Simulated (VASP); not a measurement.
# Cu4Ni (P6_3/mmc) in VASP: further runs

Cu4Ni is run at these levels: PBE; tasks: single point.

Everything below comes from runs of VASP 6.6.1. Logs are shortened: lines on timing, memory, paths and dates and some standing lists are left out, and cuts for length are marked.

### Step 1. The cell of the first run

It takes space group P6_3/mmc (No. 194, hexagonal). The conventional cell has a = 2.531 Å, b = 2.531 Å, c = 21.183 Å, α = 90.00°, β = 90.00°, γ = 120.00°. Within 3.3 Å of Cu (site symmetry 3m) lie 12 Cu at 2.53 to 2.60 Å. Cu (site symmetry 3m) has 9 Cu at 2.53 to 2.59 Å and 3 Ni at 2.54 Å within 3.3 Å. Ni (site symmetry -6m2) has 6 Ni at 2.53 Å and 6 Cu at 2.54 Å within 3.3 Å.

### Step 2. Single point, PBE, collinear spin, ferromagnetic start

Input file INCAR:

```
SYSTEM = Cu4Ni
  PREC = Accurate
  ENCUT = 520
  EDIFF = 1E-6
  ISMEAR = 0
  SIGMA = 0.1
  LREAL = .False.
  LASPH = .True.
  NELM = 150
  ALGO = Normal
  ISIF = 2
  LWAVE = .False.
  LCHARG = .False.
  ISPIN = 2
  MAGMOM = 0 0 0 0 0 0 0 0 2 2
  LORBIT = 11
  LMAXMIX = 4
  GGA = PE
  NBANDS = 69
```

Input file KPOINTS:

```
Automatic mesh
0
Gamma
  6 6 1
  0 0 0
```

Input file POSCAR:

```
Cu4Ni
1.0
    2.5305661591      0.0000000000      0.0000000000
   -1.2652830796      2.1915345798      0.0000000000
    0.0000000000      0.0000000000     21.1828451540
Cu Ni
8 2
Direct
    0.3333333333      0.6666666667      0.0506380964
    0.3333333333      0.6666666667      0.4493619036
    0.3333333333      0.6666666667      0.6518803376
    0.3333333333      0.6666666667      0.8481196624
    0.6666666667      0.3333333333      0.1518803376
    0.6666666667      0.3333333333      0.3481196624
    0.6666666667      0.3333333333      0.5506380964
    0.6666666667      0.3333333333      0.9493619036
    0.3333333333      0.6666666667      0.2500000000
    0.6666666667      0.3333333333      0.7500000000
```

Potentials or basis: VASP PAW PBE potentials, release 64 (Cu, Ni).

Launch:

```console
cat potpaw_PBE.64/Cu/POTCAR potpaw_PBE.64/Ni/POTCAR > POTCAR
mpirun -np 1 vasp_std > vasp.out
```

OUTCAR:

```text
SYSTEM = Cu4Ni
   PREC = Accurate
   ENCUT = 520
   EDIFF = 1E-6
   ISMEAR = 0
   LREAL = .False.
   LASPH = .True.
   NELM = 150
   ISIF = 2
   ISPIN = 2
   LORBIT = 11
   GGA = PE

 ion  position               nearest neighbor table
   1  0.333  0.667  0.051-   5 2.59   5 2.59   5 2.59   8 2.60   8 2.60   8 2.60
   2  0.333  0.667  0.449-   6 2.59   6 2.59   6 2.59   7 2.60   7 2.60   7 2.60
   3  0.333  0.667  0.652-  10 2.54  10 2.54  10 2.54   7 2.59   7 2.59   7 2.59
   4  0.333  0.667  0.848-  10 2.54  10 2.54  10 2.54   8 2.59   8 2.59   8 2.59
   5  0.667  0.333  0.152-   9 2.54   9 2.54   9 2.54   1 2.59   1 2.59   1 2.59
   6  0.667  0.333  0.348-   9 2.54   9 2.54   9 2.54   2 2.59   2 2.59   2 2.59
   7  0.667  0.333  0.551-   3 2.59   3 2.59   3 2.59   2 2.60   2 2.60   2 2.60
   8  0.667  0.333  0.949-   4 2.59   4 2.59   4 2.59   1 2.60   1 2.60   1 2.60
   9  0.333  0.667  0.250-   5 2.54   6 2.54   5 2.54   6 2.54   5 2.54   6 2.54
  10  0.667  0.333  0.750-   3 2.54   4 2.54   3 2.54   4 2.54   3 2.54   4 2.54

  LATTYP: Found a hexagonal cell.
 ALAT       =     2.5305661591
 C/A-ratio  =     8.3707928670

  Lattice vectors:

 A1 = (   2.5305661591,   0.0000000000,   0.0000000000)
 A2 = (  -1.2652830796,   2.1915345798,   0.0000000000)
 A3 = (   0.0000000000,   0.0000000000,  21.1828451540)

Analysis of symmetry for initial positions (statically):
=====================================================================
 Subroutine PRICEL returns:
 Original cell was already a primitive cell.

 Routine SETGRP: Setting up the symmetry group for a
 hexagonal supercell.

 Subroutine GETGRP returns: Found 24 space group operations
 (whereof 12 operations were pure point group operations)
 out of a pool of 24 trial point group operations.

The static configuration has the point symmetry D_3d.
 The point group associated with its full space group is D_6h.

Analysis of symmetry for dynamics (positions and initial velocities):
=====================================================================
 Subroutine PRICEL returns:
 Original cell was already a primitive cell.

 Routine SETGRP: Setting up the symmetry group for a
 hexagonal supercell.

 Subroutine GETGRP returns: Found 24 space group operations
 (whereof 12 operations were pure point group operations)
 out of a pool of 24 trial point group operations.

The dynamic configuration has the point symmetry D_3d.
 The point group associated with its full space group is D_6h.

Analysis of structural, dynamic, and magnetic symmetry:
=====================================================================
 Subroutine PRICEL returns:
 Original cell was already a primitive cell.

 Routine SETGRP: Setting up the symmetry group for a
 hexagonal supercell.

 Subroutine GETGRP returns: Found 24 space group operations
 (whereof 12 operations were pure point group operations)
 out of a pool of 24 trial point group operations.

The overall configuration has the point symmetry D_3d.
 The point group associated with its full space group is D_6h.

 Subroutine INISYM returns: Found 24 space group operations
 (whereof 12 operations are pure point group operations),
 and found     1 'primitive' translations

----------------------------------------------------------------------------------------

                                     Primitive cell

  volume of cell :     117.4763

  direct lattice vectors                    reciprocal lattice vectors
     2.530566159  0.000000000  0.000000000     0.395168487  0.228150632  0.000000000
    -1.265283080  2.191534580  0.000000000     0.000000000  0.456301265  0.000000000
     0.000000000  0.000000000 21.182845154     0.000000000  0.000000000  0.047208012

  length of vectors
     2.530566159  2.530566159 21.182845154     0.456301265  0.456301265  0.047208012

  position of ions in fractional coordinates (direct lattice)
     0.333333333  0.666666667  0.050638096
     0.333333333  0.666666667  0.449361904
     0.333333333  0.666666667  0.651880338
     0.333333333  0.666666667  0.848119662
     0.666666667  0.333333333  0.151880338
     0.666666667  0.333333333  0.348119662
     0.666666667  0.333333333  0.550638096
     0.666666667  0.333333333  0.949361904
     0.333333333  0.666666667  0.250000000
     0.666666667  0.333333333  0.750000000

  ion indices of the primitive-cell ions
   primitive index   ion index
                 1           1
                 2           2
                 3           3
                 4           4
                 5           5
                 6           6
                 7           7
                 8           8
                 9           9
                10          10

----------------------------------------------------------------------------------------

 KPOINTS: Automatic mesh

Automatic generation of k-mesh.
 Grid dimensions read from file:
 generate k-points for:    6    6    1

 Generating k-lattice:

  Cartesian coordinates                     Fractional coordinates (reciprocal lattice)
     0.065861414  0.038025105  0.000000000     0.166666667 -0.000000000  0.000000000
     0.000000000  0.076050211  0.000000000     0.000000000  0.166666667  0.000000000
     0.000000000  0.000000000  0.047208012     0.000000000  0.000000000  1.000000000

  Length of vectors
     0.076050211  0.076050211  0.047208012

  Shift w.r.t. Gamma in fractional coordinates (k-lattice)
     0.000000000  0.000000000  0.000000000

 Subroutine IBZKPT returns following result:
 ===========================================

 Found      7 irreducible k-points:

 Following reciprocal coordinates:
            Coordinates               Weight
  0.000000  0.000000  0.000000      1.000000
  0.166667  0.000000  0.000000      6.000000
  0.333333  0.000000  0.000000      6.000000
  0.500000  0.000000  0.000000      3.000000
  0.166667  0.166667  0.000000      6.000000
  0.333333  0.166667  0.000000     12.000000
  0.333333  0.333333  0.000000      2.000000
   k-points           NKPTS =      7   k-points in BZ     NKDIM =      7   number of bands    NBANDS=     69
   number of dos      NEDOS =    301   number of ions     NIONS =     10
   total plane-waves  NPLWV =  64000
   dimension x,y,z NGX =    20 NGY =   20 NGZ =  160
   dimension x,y,z NGXF=    40 NGYF=   40 NGZF=  320
   ions per type =               8   2
   NGX,Y,Z   is equivalent  to a cutoff of  13.14, 13.14, 12.56 a.u.
   NGXF,Y,Z  is equivalent  to a cutoff of  26.28, 26.28, 25.11 a.u.
 SYSTEM =  Cu4Ni
   PREC   = accura    normal or accurate (medium, high low for compatibility)
   ISTART =      0    job   : 0-new  1-cont  2-samecut
   ICHARG =      2    charge: 1-file 2-atom 10-const
   ISPIN  =      2    spin polarized calculation?
   LNONCOLLINEAR =      F non collinear calculations
   LSORBIT =      F    spin-orbit coupling
   LASPH  =      T    aspherical Exc in radial PAW
   ENCUT  =  520.0 eV  38.22 Ry    6.18 a.u.   4.71  4.71 39.39*2*pi/ulx,y,z
   NELM   =    150;   NELMIN=  2; NELMDL= -5     # of ELM steps
   EDIFF  = 0.1E-05   stopping-criterion for ELM
   LREAL  =      F    real-space projection
   EDIFFG = 0.1E-04   stopping-criterion for IOM
   NSW    =      0    number of steps for IOM
   IBRION =     -1    ionic relax: 0-MD 1-quasi-New 2-CG
   NFREE  =      0    steps in history (QN), initial steepest desc. (CG)
   ISIF   =      2    stress and relaxation
   ISYM   =      2    0-nonsym 1-usesym 2-fastsym
   POTIM  = 0.5000    time-step for ionic-motion
   TEBEG  =    0.0;   TEEND  =   0.0 temperature during run
   PSTRESS=    0.0 pullay stress
   NELECT =     108.0000    total number of electrons
   NUPDOWN=      -1.0000    fix difference up-down
   EMIN   =  10.00;   EMAX   =-10.00  energy-range for DOS
   EFERMI =   0.00;   METHOD = LEGACY
   ISMEAR =     0;   SIGMA  =   0.10  broadening in eV -4-tet -1-fermi 0-gaus
   EFERMI_NEDOS =   21; number of points for ismear=-14 and -15
   IALGO  =     38    algorithm
   IMIX   =      4    mixing-type and parameters
     AMIX     =   0.40;   BMIX     =  1.00
     AMIX_MAG =   1.60;   BMIX_MAG =  1.00
  volume/ion in A,a.u.               =      11.75        79.28
  Fermi-wavevector in a.u.,A,eV,Ry     =   1.591840  3.008141 34.476529  2.533953
  Thomas-Fermi vector in A             =   2.690318
   LORBIT       =     11    0 simple, 1 ext, 2 COOP (PROOUT), +10 PAW based schemes
   GGA     = PE    functional components
   LHFCALC =     F    Hartree Fock is set to
   AEXX    =    0.0000 exact exchange contribution
   IVDW    =     0    specifies the selected vdW correction
   LEPSILON=     F    determine dielectric tensor
   LRPA    =     F    only Hartree local field effects (RPA)
 spin polarized calculation
 Gauss-broadening in eV      SIGMA  =   0.10
  energy-cutoff  :      520.00
  volume of cell :      117.48
 maximum number of plane-waves:      3187
 NGX is ok and might be reduce to    20
   NGX =  9   NGY =  9   NGZ = 79

 number of electron     107.9999930 magnetization       0.0005203

 Free energy of the ion-electron system (eV)
  ---------------------------------------------------
  ext. energy  EPLUGINS =         0.00000000
  ---------------------------------------------------
  free energy    TOTEN  =       -40.31854628 eV

  energy without entropy =      -40.25914611  energy(sigma->0) =      -40.28884619

 E-fermi :   7.7321     XC(G=0): -12.7618

 val. band max:        7.7117330107   @ k =   0.5000   0.0000   0.0000
 cond. band min:       7.7639320016   @ k =   0.3333   0.0000   0.0000
 fundamental gap:      0.0521989910
 Fermi energy:         7.7320787260

 spin component 1

 k-point     1 :       0.0000    0.0000    0.0000
  band No.  band energies     occupation
      1      -1.4585      1.00000
      2      -1.2162      1.00000
      3      -0.9704      1.00000
      4      -0.1925      1.00000
      5       0.0558      1.00000
      6       1.2597      1.00000
[... 472 lines left out ...]
     65      13.0009      0.00000
     66      14.4233      0.00000
 Fermi energy:         7.7320787260

 spin component 2

 k-point     1 :       0.0000    0.0000    0.0000
  band No.  band energies     occupation
      1      -1.4585      1.00000
      2      -1.2162      1.00000
      3      -0.9704      1.00000
      4      -0.1925      1.00000
      5       0.0557      1.00000
      6       1.2596      1.00000
[... 472 lines left out ...]
     65      13.0009      0.00000
     66      14.4233      0.00000
 [bands above 66 left out]

------------------------ aborting loop because EDIFF is reached ----------------------------------------

  FORCE on cell =-STRESS in cart. coord.  units (eV):
  Direction    XX          YY          ZZ          XY          YZ          ZX
  --------------------------------------------------------------------------------------
  -------------------------------------------------------------------------------------
  Total        0.4157956      0.4157956      0.2395575     -0.0000000      0.0000000      0.0000000
  in kB        5.6707450      5.6707450      3.2671576     -0.0000000      0.0000000      0.0000000
  external PRESSURE =       4.8695492 kB  Pullay stress =       0.0000000 kB

 VOLUME and BASIS-vectors are now :
 -----------------------------------------------------------------------------
  energy-cutoff  :      520.00
  volume of cell :      117.48
      direct lattice vectors                 reciprocal lattice vectors
     2.530566159  0.000000000  0.000000000     0.395168487  0.228150632  0.000000000
    -1.265283080  2.191534580  0.000000000     0.000000000  0.456301265  0.000000000
     0.000000000  0.000000000 21.182845154     0.000000000  0.000000000  0.047208012

 POSITION                                       TOTAL-FORCE (eV/Angst)
 -----------------------------------------------------------------------------------
     -0.00000      1.46102      1.07266         0.000000      0.000000     -0.001916
     -0.00000      1.46102      9.51876        -0.000000      0.000000      0.001916
     -0.00000      1.46102     13.80868         0.000000      0.000000      0.010188
     -0.00000      1.46102     17.96559        -0.000000      0.000000     -0.010188
      1.26528      0.73051      3.21726        -0.000000     -0.000000      0.010188
      1.26528      0.73051      7.37416        -0.000000     -0.000000     -0.010188
      1.26528      0.73051     11.66408         0.000000     -0.000000     -0.001916
      1.26528      0.73051     20.11019         0.000000     -0.000000      0.001916
     -0.00000      1.46102      5.29571         0.000000      0.000000      0.000000
      1.26528      0.73051     15.88713        -0.000000     -0.000000      0.000000
 -----------------------------------------------------------------------------------
    total drift:                                0.000000     -0.000000      0.000000

  FREE ENERGIE OF THE ION-ELECTRON SYSTEM (eV)
  ---------------------------------------------------
  free  energy   TOTEN  =       -40.3185462812 eV

  energy  without entropy=      -40.2591461073  energy(sigma->0) =      -40.28884619

 total charge

# of ion       s       p       d       tot
------------------------------------------
    1        0.447   0.376   9.173   9.995
    2        0.447   0.376   9.173   9.995
    3        0.448   0.386   9.172  10.006
    4        0.448   0.386   9.172  10.006
    5        0.448   0.386   9.172  10.006
    6        0.448   0.386   9.172  10.006
    7        0.447   0.376   9.173   9.995
    8        0.447   0.376   9.173   9.995
    9        0.474   0.425   8.346   9.246
   10        0.474   0.425   8.346   9.246
--------------------------------------------------
tot          4.528   3.897  90.070  98.495

 magnetization (x)

# of ion       s       p       d       tot
------------------------------------------
    1        0.000   0.000   0.000   0.000
    2        0.000   0.000   0.000   0.000
    3       -0.000  -0.000   0.000  -0.000
    4       -0.000  -0.000   0.000  -0.000
    5       -0.000  -0.000   0.000  -0.000
    6       -0.000  -0.000   0.000  -0.000
    7        0.000   0.000   0.000   0.000
    8        0.000   0.000   0.000   0.000
    9       -0.000  -0.000   0.000   0.000
   10       -0.000  -0.000   0.000   0.000
--------------------------------------------------
tot         -0.000  -0.000   0.001   0.001
```

Run time: 3.4 min. Hardware: 1 thread of Intel Xeon Platinum 8488C (Sapphire Rapids), shared host; peak memory 0.32 GiB.

Results:

```
Free energy                                           : -40.3185 eV
Pressure                                              : 0.5 GPa
Largest force                                         : 0.010 eV/Å
Band gap on the k mesh                                : zero (filled and empty bands overlap)
Net moment                                            : 0.00 μB per cell
Valence electrons inside the program's atomic spheres : Cu 9.99, 10.01 (each value once); Ni 9.25
```

Forces on the atoms (eV/Å):
```
Cu   0.000  0.000 -0.002
Cu   0.000  0.000  0.002
Cu   0.000  0.000  0.010
Cu   0.000  0.000 -0.010
Cu   0.000  0.000  0.010
Cu   0.000  0.000 -0.010
Cu   0.000  0.000 -0.002
Cu   0.000  0.000  0.002
Ni   0.000  0.000  0.000
Ni   0.000  0.000  0.000
```

Stress tensor (GPa, compression positive):
```
0.57 0.00 0.00
0.00 0.57 0.00
0.00 0.00 0.33
```

Caveat: the k points lie up to 0.48 Å⁻¹ apart, too coarse for converged energies and pressures of a metal.

### Step 3. Single point, PBE

This run uses another cell than the first one, of 11.71 Å³/atom.

Input file INCAR:

```
PREC     = Accurate       # precision mode
ENCUT    = 520            # plane-wave cutoff, eV
EDIFF    = 1E-6           # SCF threshold, eV
ISMEAR   = 0              # smearing method
SIGMA    = 0.1            # smearing width, eV
LREAL    = F              # projectors in reciprocal space
LASPH    = T              # aspherical terms in the spheres
NELM     = 100            # most SCF steps
ALGO     = Fast           # electronic algorithm
ISIF     = 2              # what is computed and relaxed
LWAVE    = F              # write WAVECAR
LCHARG   = F              # write CHGCAR
GGA      = PE             # functional
NBANDS   = 65             # bands
```

Input file KPOINTS:

```
regular mesh
0
Gamma
  18 18 2
```

Input file POSCAR:

```
Cu4Ni
1.0
    2.5387686186      0.0000000000      0.0000000000
   -1.2693843093      2.1986381180      0.0000000000
    0.0000000000      0.0000000000     20.9698359182
Cu Ni
8 2
Direct
    0.3333333333      0.6666666667      0.0505963630
    0.3333333333      0.6666666667      0.4494036370
    0.3333333333      0.6666666667      0.6515985558
    0.3333333333      0.6666666667      0.8484014442
    0.6666666667      0.3333333333      0.1515985558
    0.6666666667      0.3333333333      0.3484014442
    0.6666666667      0.3333333333      0.5505963630
    0.6666666667      0.3333333333      0.9494036370
    0.3333333333      0.6666666667      0.2500000000
    0.6666666667      0.3333333333      0.7500000000
```

Potentials or basis: VASP PAW PBE potentials, release 64 (Cu, Ni).

Launch:

```console
cat potpaw_PBE.64/Cu/POTCAR potpaw_PBE.64/Ni/POTCAR > POTCAR
mpirun -np 1 vasp_std > vasp.out
```

It took 15 min on 1 thread of Intel Xeon Platinum 8488C (Sapphire Rapids), shared host; peak memory 0.53 GiB.

It converged, with:

```
Free energy            : -40.6226 eV
Pressure               : 0.5 GPa
Largest force          : 0.010 eV/Å
Band gap on the k mesh : zero (bands 54 and 55 overlap by 5.03 eV)
```

Forces on the atoms (eV/Å):
```
Cu   0.000  0.000 -0.001
Cu   0.000  0.000  0.001
Cu   0.000  0.000  0.010
Cu   0.000  0.000 -0.010
Cu   0.000  0.000  0.010
Cu   0.000  0.000 -0.010
Cu   0.000  0.000 -0.001
Cu   0.000  0.000  0.001
Ni   0.000  0.000  0.000
Ni   0.000  0.000  0.000
```

Levels at points of the mesh, in eV from the Fermi level:
```
           k point  band 51  band 52  band 53  band 54  band 55  band 56  band 57  band 58  band 59  band 60
(0.00, 0.00, 0.00)    -1.72    -1.30    -1.30    -1.30    -1.30    -0.85    -0.37    -0.37    -0.37    -0.37
(0.50, 0.00, 0.00)     0.08     0.23     0.29     0.54     0.62     1.14     1.26     1.57     2.20     2.21
(0.00, 0.00, 0.50)    -1.30    -1.30    -1.30    -1.30    -1.22    -1.22    -0.37    -0.37    -0.37    -0.37
(0.50, 0.00, 0.50)     0.08     0.08     0.54     0.54     0.78     0.78     1.48     1.48     2.21     2.21
```

Spin polarisation is off, so any magnetic state and its effect on volume and gap are missing.
